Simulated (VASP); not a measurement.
Input of a VASP 6.6.1 run:

File POSCAR:

```
As
1.0
    2.7036817444      0.0000000000      0.0000000000
    0.0000000000      2.7036817444      0.0000000000
    0.0000000000      0.0000000000      2.7036817444
As
1
Direct
    0.5000000000      0.5000000000      0.5000000000
```

The input INCAR.step1:

```
SYSTEM = As
ALGO = Normal
EDIFF = 1E-5
EDIFFG = -0.005
ENCUT = 550
GGA = PE
GGA_COMPAT = .False.
IBRION = 2
ISIF = 3
ISMEAR = 0
LASPH = .True.
LCHARG = .False.
LREAL = .False.
LWAVE = .True.
NELM = 120
NELMIN = 4
NSW = 100
PREC = Accurate
SIGMA = 0.1
```

The input INCAR.step2:

```
SYSTEM = As
ALGO = Normal
EDIFF = 1E-7
EDIFFG = -0.01
ENCUT = 550
GGA_COMPAT = .False.
IBRION = 2
ISIF = 3
ISMEAR = 0
ISTART = 1
LASPH = .True.
LCHARG = .False.
LMIXTAU = .True.
LREAL = .False.
LWAVE = .False.
METAGGA = R2SCAN
NELM = 120
NELMIN = 4
NSW = 100
PREC = Accurate
SIGMA = 0.1
```

KPOINTS

```
k-points
0
Gamma
  16 16 16
  0 0 0
```

Potentials or basis: VASP PAW PBE potentials, release 64 (As).

Run with:

```console
$ cat potpaw_PBE.64/As/POTCAR > POTCAR
$ cp INCAR.step1 INCAR
$ mpirun -np 1 vasp_std > vasp.out
$ cp INCAR.step2 INCAR
$ mpirun -np 1 vasp_std > vasp.out
```

Estimate the relaxed volume.

19.79 Å³/atom.

Estimate the relaxed cell.

a = 2.705 Å, b = 2.705 Å, c = 2.705 Å, α = 90.00°, β = 90.00°, γ = 90.00°.

Predict the space group after relaxing (to 0.05 Å).

Pm-3m (No. 221).

Final structure:
```
As
1.0
     2.70506    0.00000    0.00000
     0.00000    2.70506    0.00000
     0.00000    0.00000    2.70506
As
1
Cartesian
  1.3525 1.3525 1.3525
```

Caveat: the PAW data sets were made with another functional, which shifts forces and pressure a little.
